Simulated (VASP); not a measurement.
Wanted: the native input for a VASP 6.6.1 run.

```yaml
Task: single point
Functional: PBEsol
Potentials_or_basis: VASP PAW PBE potentials, release 64 (Si, W_sv)
Cutoff: 520 eV
k_mesh: 10 × 10 × 6
Occupations: gaussian, width 0.15 eV
Spin: no spin polarisation
Dipole_correction: no
Further_INCAR_settings: ALGO = Normal; EDIFF = 1e-06; NBANDS = 56
```

The structure of Si2W lies in POSCAR:

```
Si2W
1.0
    3.2024995641     -3.2024995641      0.0000000000
   -3.2024995641     -3.2024995641      0.0000000000
    0.0000000000      0.0000000000     -7.8157325223
Si W
8 4
Direct
    0.0000000000      0.5000000000      0.1655010552
    0.5000000000      0.5000000000      0.6655010552
    0.5000000000      1.0000000000      0.1655010552
    0.0000000000      1.0000000000      0.6655010552
    0.0000000000      0.5000000000      0.8344989448
    0.5000000000      0.5000000000      0.3344989448
    0.5000000000      1.0000000000      0.8344989448
    0.0000000000      1.0000000000      0.3344989448
    0.0000000000      0.0000000000      0.0000000000
    0.5000000000      0.0000000000      0.5000000000
    0.5000000000      0.5000000000      0.0000000000
    0.0000000000      0.5000000000      0.5000000000
```

One way to write it, as run:

INCAR

```
SYSTEM = Si2W
  PREC = Accurate
  ENCUT = 520
  EDIFF = 1E-6
  ISMEAR = 0
  SIGMA = 0.15
  LREAL = .FALSE.
  LASPH = .TRUE.
  NELM = 80
  ALGO = Normal
  ISIF = 2
  LWAVE = .FALSE.
  LCHARG = .FALSE.
  GGA = PS
  NBANDS = 56
```

KPOINTS

```
regular mesh
0
G
  10 10 6
  0 0 0
```

Potentials or basis: VASP PAW PBE potentials, release 64 (Si, W_sv).

Run with:

```sh
$ cat potpaw_PBE.64/Si/POTCAR potpaw_PBE.64/W_sv/POTCAR > POTCAR
$ mpirun -np 1 vasp_std > vasp.out
```

Results of the run:

| Property | Result |
| --- | --- |
| Pressure | 0.4 GPa |
| Largest force | 0.009 eV/Å |
| Band gap on the k mesh | zero (bands 44 and 45 overlap by 1.24 eV) |

Caveat: the PAW data sets were made with another functional, which shifts forces and pressure a little; spin-orbit coupling is left out, which moves the levels of the heavy elements.

Wall time 4.9 min on 1 thread of Intel(R) Xeon(R) 6975P-C (Granite Rapids) (shared host), peak memory 0.61 GiB.
